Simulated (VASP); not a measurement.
The system is Ni.

```xyz
1
Lattice="0.0000 1.7376 1.7376 1.7376 0.0000 1.7376 1.7376 1.7376 0.0000" Properties=species:S:1:pos:R:3 pbc="T T T"
Ni    0.0000    0.0000    0.0000
```

```yaml
Program: VASP 6.6.1
Task: relaxation of cell and atoms
Functional: PBEsol
Dispersion: D3(BJ)
Potentials_or_basis: VASP PAW PBE potentials, release 64 (Ni)
Cutoff: 600 eV
k_mesh: 13 × 13 × 13
Occupations: fermi-dirac, width 0.025 eV
Spin: collinear spin, ferromagnetic start
Starting_moments: "[1.08] μB"
Hubbard_terms: Ni d U = 6.2 eV
```

At the start: pressure -21.3 GPa; volume 10.49 Å³/atom.

How do energy, volume and symmetry change on relaxing?

Over 4 steps the energy falls by 100.6 meV/atom and the volume is 9.14 Å³/atom (-12.9 %); space group Fm-3m (No. 225, to 0.05 Å); moment 0.63 μB per cell.

Step by step:
```csv
step,energy change (eV),largest force (eV/Å),pressure (GPa),volume (Å³)
1,0.0000,0.0000,-21.26,10.49
2,-0.0636,0.0000,20.12,8.52
3,-0.1005,0.0000,-0.93,9.17
4,-0.1006,0.0000,0.16,9.14
```

Final structure:
```
Ni
1.0
     0.00000    1.65965    1.65965
     1.65965    0.00000    1.65965
     1.65965    1.65965    0.00000
Ni
1
Cartesian
  0.0000 0.0000 0.0000
```

Caveat: the PAW data sets were made with another functional, which shifts forces and pressure a little; pairwise dispersion overbinds metals, which lowers pressure and volume; the U is typed as a test and isn't derived for this compound.
